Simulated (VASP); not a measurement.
Set up this calculation in VASP 6.6.1, as the native input.

```yaml
Task: single point
Functional: PBE
Potentials_or_basis: VASP PAW PBE potentials, release 64 (Ta_pv, H, O)
Cutoff: 520 eV
k_mesh: 6 × 6 × 4
Occupations: gaussian, width 0.1 eV
Spin: no spin polarisation
Dipole_correction: no
Further_INCAR_settings: ALGO = Normal; EDIFF = 1e-06; NBANDS = 20
```

The structure of TaHO2 lies in POSCAR:

```
TaHO2
1.0
    3.0042465600      0.0000000000      0.0000000000
   -1.5021232800      2.6017538400      0.0000000000
    0.0000000000      0.0000000000      4.7825838000
Ta H O
1 1 2
Direct
    0.3333333300      0.6666666700      0.0000000000
    0.6666666700      0.3333333300      0.5000000000
    0.0000000000      0.0000000000      0.2699988000
    0.0000000000      0.0000000000      0.7300012000
```

These files were run (other wordings do the same):

INCAR

```
PREC = Accurate
ENCUT = 520
EDIFF = 1E-6
ISMEAR = 0
SIGMA = 0.1
LREAL = F
LASPH = T
NELM = 100
ALGO = Normal
ISIF = 2
LWAVE = F
LCHARG = F
GGA = PE
NBANDS = 20
```

KPOINTS

```
Automatic mesh
0
Gamma
  6 6 4
```

Potentials or basis: VASP PAW PBE potentials, release 64 (Ta_pv, H, O).

Launch:

```bash
$ cat potpaw_PBE.64/Ta_pv/POTCAR potpaw_PBE.64/H/POTCAR potpaw_PBE.64/O/POTCAR > POTCAR
$ mpirun -np 1 vasp_std > vasp.out
```

It gave:

```json
{
  "Pressure": "-5.3 GPa",
  "Largest force": "2.314 eV/Å",
  "Band gap on the k mesh": "zero (bands 12 and 13 overlap by 0.37 eV)"
}
```

Caveat: the k points lie up to 0.40 Å⁻¹ apart; spin-orbit coupling is left out, which moves the levels of the heavy elements; forces of over 1 eV/Å act on the atoms, so gaps and moduli don't describe the material at rest.

Wall time 6.3 s on 1 thread of Intel(R) Xeon(R) 6975P-C (Granite Rapids), on a shared host, peak memory 0.16 GiB.
